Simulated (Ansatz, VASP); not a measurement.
## CuSn3 in VASP and in Ansatz

```
CELL_PARAMETERS angstrom
-2.23990 2.23990 4.67588
2.23990 -2.23990 4.67588
2.23990 2.23990 -4.67588
ATOMIC_POSITIONS crystal
Sn 0.50000 0.50000 0.00000
Sn 0.25000 0.75000 0.50000
Sn 0.75000 0.25000 0.50000
Cu 0.00000 0.00000 0.00000
```

Alike in both runs: functional PBEsol; k mesh 7 × 7 × 7; occupations fermi-dirac, width 0.05 eV; no spin polarisation.

```csv
,VASP,Ansatz
version,VASP 6.6.1,Ansatz 0.2.0
potentials or method,"VASP PAW PBE potentials, release 64 (Sn_d, Cu)",Ansatz PAW
plane-wave cutoff (eV),520,420
valence electrons in the cell,53,61
task,single point,band structure
```

Ansatz gave:

```
gap on the k mesh at the Fermi level (eV)                     : none
pressure (GPa)                                                : -1.8
traceless stress, the component that is largest in VASP (GPa) : -0.73
```

Question: What did VASP give for the same quantities?

Answer: gap on the k mesh at the Fermi level (eV): none; pressure (GPa): -1.9; traceless stress, the component that is largest in VASP (GPa): -0.73.

VASP's potentials were made for PBE, not for PBEsol. A gap of «none» marks a metal or a gap that the smearing closes. The functional is the same, so the differences come from potentials, cutoffs and numerics. VASP's potentials hold 53 valence electrons a cell and Ansatz's 61, so a difference there can come from the potentials and not from the codes.
